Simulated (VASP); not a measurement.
# In3As (I4/mmm) in VASP: relaxation of cell and atoms with PBE

Aim: the relaxation of cell and atoms of In3As with PBE.

Everything below comes from runs of VASP 6.6.1. Logs are shortened: lines on timing, memory, paths and dates and some standing lists are left out, and cuts for length are marked.

## (1) The cell of the first run

Symmetry: I4/mmm, No. 139, tetragonal system. Conventional cell: a = 5.939 Å, b = 5.939 Å, c = 6.020 Å, α = 90.00°, β = 90.00°, γ = 90.00°. In (site symmetry 4/mmm) has 4 In at 2.97 Å and 2 As at 3.01 Å within 3.9 Å. Within 3.9 Å of In (site symmetry mmm) lie 4 In at 2.97 to 3.01 Å and 2 As at 2.97 Å. Within 3.9 Å of As (site symmetry 4/mmm) lie 6 In at 2.97 to 3.01 Å.

The cell was generated, and may not be a known phase.

## (2) Relaxation of cell and atoms, PBE

INCAR

```
SYSTEM = In3As
ALGO     = Fast           ! electronic algorithm
EDIFF    = 1E-6           ! SCF threshold, eV
EDIFFG   = -0.01          ! ionic threshold
ENCUT    = 600            ! plane-wave cutoff, eV
GGA      = PE             ! functional
IBRION   = 2              ! ionic algorithm
ISIF     = 3              ! what is computed and relaxed
ISMEAR   = 0              ! smearing method
LASPH    = .TRUE.         ! aspherical terms in the spheres
LCHARG   = .FALSE.        ! write CHGCAR
LREAL    = .FALSE.        ! projectors in reciprocal space
LWAVE    = .FALSE.        ! write WAVECAR
NELM     = 80             ! most SCF steps
NSW      = 100            ! ionic steps
PREC     = Accurate       ! precision mode
SIGMA    = 0.1            ! smearing width, eV
```

KPOINTS

```
k-points
0
G
  12 12 12
  0 0 0
```

POSCAR

```
In3As
1.0
   -2.9694581322      2.9694581322      3.0100062722
    2.9694581322     -2.9694581322      3.0100062722
    2.9694581322      2.9694581322     -3.0100062722
In As
3 1
Direct
    0.5000000000      0.5000000000      0.0000000000
    0.5000000000      0.0000000000      0.5000000000
    0.0000000000      0.5000000000      0.5000000000
    0.0000000000      0.0000000000      0.0000000000
```

Potentials or basis: VASP PAW PBE potentials, release 64 (In_d, As).

Command:

```sh
$ cat potpaw_PBE.64/In_d/POTCAR potpaw_PBE.64/As/POTCAR > POTCAR
$ mpirun -np 1 vasp_std > vasp.out
```

OUTCAR:

```text
SYSTEM = In3As
   EDIFF = 1E-6
   EDIFFG = -0.01
   ENCUT = 600
   GGA = PE
   IBRION = 2
   ISIF = 3
   ISMEAR = 0
   LASPH = .TRUE.
   LREAL = .FALSE.
   NELM = 80
   NSW = 100
   PREC = Accurate

 ion  position               nearest neighbor table
   1  0.500  0.500  0.000-   2 2.97   3 2.97   2 2.97   3 2.97   4 3.01   4 3.01
   2  0.500  0.000  0.500-   1 2.97   4 2.97   1 2.97   4 2.97   3 3.01   3 3.01
   3  0.000  0.500  0.500-   1 2.97   4 2.97   4 2.97   1 2.97   2 3.01   2 3.01
   4  0.000  0.000  0.000-   2 2.97   3 2.97   3 2.97   2 2.97   1 3.01   1 3.01

  LATTYP: Found a body centered tetragonal cell.
 ALAT       =     5.9389162644
 C/A-ratio  =     1.0136550637

  Lattice vectors:

 A1 = (  -2.9694581322,   2.9694581322,   3.0100062722)
 A2 = (   2.9694581322,  -2.9694581322,   3.0100062722)
 A3 = (   2.9694581322,   2.9694581322,  -3.0100062722)

Analysis of symmetry for initial positions (statically):
=====================================================================
 Subroutine PRICEL returns:
 Original cell was already a primitive cell.

 Routine SETGRP: Setting up the symmetry group for a
 body centered tetragonal supercell.

 Subroutine GETGRP returns: Found 16 space group operations
 (whereof 16 operations were pure point group operations)
 out of a pool of 16 trial point group operations.

The static configuration has the point symmetry D_4h.

Analysis of symmetry for dynamics (positions and initial velocities):
=====================================================================
 Subroutine PRICEL returns:
 Original cell was already a primitive cell.

 Routine SETGRP: Setting up the symmetry group for a
 body centered tetragonal supercell.

 Subroutine GETGRP returns: Found 16 space group operations
 (whereof 16 operations were pure point group operations)
 out of a pool of 16 trial point group operations.

The dynamic configuration has the point symmetry D_4h.

 Subroutine INISYM returns: Found 16 space group operations
 (whereof 16 operations are pure point group operations),
 and found     1 'primitive' translations

----------------------------------------------------------------------------------------

                                     Primitive cell

  volume of cell :     106.1651

  direct lattice vectors                    reciprocal lattice vectors
    -2.969458132  2.969458132  3.010006272     0.000000000  0.168380889  0.166112611
[... 99 lines left out ...]
   TEBEG  =    0.0;   TEEND  =   0.0 temperature during run
   PSTRESS=    0.0 pullay stress
   NELECT =      44.0000    total number of electrons
   NUPDOWN=      -1.0000    fix difference up-down
   EMIN   =  10.00;   EMAX   =-10.00  energy-range for DOS
   EFERMI =   0.00;   METHOD = LEGACY
   ISMEAR =     0;   SIGMA  =   0.10  broadening in eV -4-tet -1-fermi 0-gaus
   EFERMI_NEDOS =   21; number of points for ismear=-14 and -15
   IALGO  =     68    algorithm
   IMIX   =      4    mixing-type and parameters
     AMIX     =   0.40;   BMIX     =  1.00
     AMIX_MAG =   1.60;   BMIX_MAG =  1.00
  volume/ion in A,a.u.               =      26.54       179.11
  Fermi-wavevector in a.u.,A,eV,Ry     =   1.220577  2.306556 20.270066  1.489808
  Thomas-Fermi vector in A             =   2.355789
   LORBIT       =      0    0 simple, 1 ext, 2 COOP (PROOUT), +10 PAW based schemes
   GGA     = PE    functional components
   LHFCALC =     F    Hartree Fock is set to
   AEXX    =    0.0000 exact exchange contribution
   IVDW    =     0    specifies the selected vdW correction
   LEPSILON=     F    determine dielectric tensor
   LRPA    =     F    only Hartree local field effects (RPA)
 conjugate gradient relaxation of ions
 non-spin polarized calculation
 RMM-DIIS sequential band-by-band and
 Gauss-broadening in eV      SIGMA  =   0.10
  energy-cutoff  :      600.00
  volume of cell :      106.17
 maximum number of plane-waves:      3565
 NGX is ok and might be reduce to    42
   NGX = 21   NGY = 21   NGZ = 21

--------------------------------------- Ionic step        1  -------------------------------------------

 number of electron      44.0000008 magnetization

 Free energy of the ion-electron system (eV)
  ---------------------------------------------------
  ext. energy  EPLUGINS =         0.00000000
  ---------------------------------------------------
  free energy    TOTEN  =       -11.91482533 eV

  energy without entropy =      -11.90044887  energy(sigma->0) =      -11.90763710

------------------------ aborting loop because EDIFF is reached ----------------------------------------

  FORCE on cell =-STRESS in cart. coord.  units (eV):
  Direction    XX          YY          ZZ          XY          YZ          ZX
  --------------------------------------------------------------------------------------
  -------------------------------------------------------------------------------------
  Total        0.3614359      0.3614359     -0.1440183      0.0000000     -0.0000000      0.0000000
  in kB        5.4545637      5.4545637     -2.1734348      0.0000000     -0.0000000      0.0000000
  external PRESSURE =       2.9118975 kB  Pullay stress =       0.0000000 kB
[... 215 lines left out ...]
--------------------------------------- Ionic step        7  -------------------------------------------

 number of electron      44.0000015 magnetization

 Free energy of the ion-electron system (eV)
  ---------------------------------------------------
  ext. energy  EPLUGINS =         0.00000000
  ---------------------------------------------------
  free energy    TOTEN  =       -11.91749922 eV

  energy without entropy =      -11.90252090  energy(sigma->0) =      -11.91001006

 E-fermi :   6.0013     XC(G=0):  -9.8398

 val. band max:        5.9889904838   @ k =  -0.2500   0.3333   0.1667
 cond. band min:       6.0119850248   @ k =  -0.4167   0.5000   0.1667
 fundamental gap:      0.0229945410
 Fermi energy:         6.0012760573

 k-point     1 :       0.0000    0.0000    0.0000
  band No.  band energies     occupation
      1      -8.8807      2.00000
      2      -8.8807      2.00000
      3      -8.6714      2.00000
      4      -8.6338      2.00000
      5      -8.6337      2.00000
      6      -8.6337      2.00000
[... 685 lines left out ...]
     25       8.4175      0.00000
     26       9.3631      0.00000

 [... further k-points ...]

------------------------ aborting loop because EDIFF is reached ----------------------------------------

  FORCE on cell =-STRESS in cart. coord.  units (eV):
  Direction    XX          YY          ZZ          XY          YZ          ZX
  --------------------------------------------------------------------------------------
  -------------------------------------------------------------------------------------
  Total        0.0038165      0.0038165      0.0147433      0.0000000      0.0000000      0.0000000
  in kB        0.0572649      0.0572649      0.2212165      0.0000000      0.0000000      0.0000000
  external PRESSURE =       0.1119155 kB  Pullay stress =       0.0000000 kB
[... 19 lines left out ...]
  FREE ENERGIE OF THE ION-ELECTRON SYSTEM (eV)
  ---------------------------------------------------
  free  energy   TOTEN  =       -11.9174992242 eV

  energy  without entropy=      -11.9025208981  energy(sigma->0) =      -11.91001006

 reached required accuracy - stopping structural energy minimisation
```

CONTCAR:

```text
In3As
   1.00000000000000
    -2.9887129060422191    2.9887129060422191    2.9885362976576557
     2.9887129060422191   -2.9887129060422191    2.9885362976576557
     2.9887129060422191    2.9887129060422191   -2.9885362976576557
  In              As
     3     1
Direct
     0.5000000000000000    0.5000000000000000    0.0000000000000000
     0.5000000000000000    0.0000000000000000    0.5000000000000000
     0.0000000000000000    0.5000000000000000    0.5000000000000000
     0.0000000000000000    0.0000000000000000    0.0000000000000000

  0.00000000E+00  0.00000000E+00  0.00000000E+00
  0.00000000E+00  0.00000000E+00  0.00000000E+00
  0.00000000E+00  0.00000000E+00  0.00000000E+00
  0.00000000E+00  0.00000000E+00  0.00000000E+00
```

Run time: 48 min. Hardware: 1 thread of Oxide Virtual Turin-like, shared host; peak memory 0.6 GiB.

Results:

| Quantity | Value |
| --- | --- |
| Free energy | -11.9175 eV |
| Relaxed volume | 26.69 Å³/atom |
| Relaxed cell | a = 5.177 Å, b = 5.177 Å, c = 5.177 Å, α = 109.47°, β = 109.47°, γ = 109.47° |
| Space group after relaxing (to 0.1 Å) | Im-3m (No. 229) |
| Energy gained by relaxing | 0.7 meV/atom |
| Ionic steps | 7 |
| Pressure after relaxing | 0.0 GPa |
| Band gap on the k mesh | zero (bands 22 and 23 overlap by 1.83 eV) |

Step by step:
```
step  energy change (eV)  largest force (eV/Å)  pressure (GPa)  volume (Å³)
   1              0.0000                0.0000            0.29       106.17
   2             -0.0020                0.0000           -0.06       106.91
   3             -0.0021                0.0000           -0.36       107.35
   4             -0.0021                0.0000           -0.14       107.11
   5             -0.0021                0.0000           -0.18       107.16
   6             -0.0026                0.0000           -0.04       106.86
   7             -0.0027                0.0000            0.01       106.78
```

Final structure:
```
In As
1.0
    -2.98871    2.98871    2.98854
     2.98871   -2.98871    2.98854
     2.98871    2.98871   -2.98854
In As
3 1
Direct
  0.50000 0.50000 0.00000
  0.50000 0.00000 0.50000
  0.00000 0.50000 0.50000
  0.00000 0.00000 0.00000
```

Caveat: spin-orbit coupling is left out, which moves the levels of the heavy elements.

The gap in the log of VASP goes by the Fermi energy; the results here count the filled bands.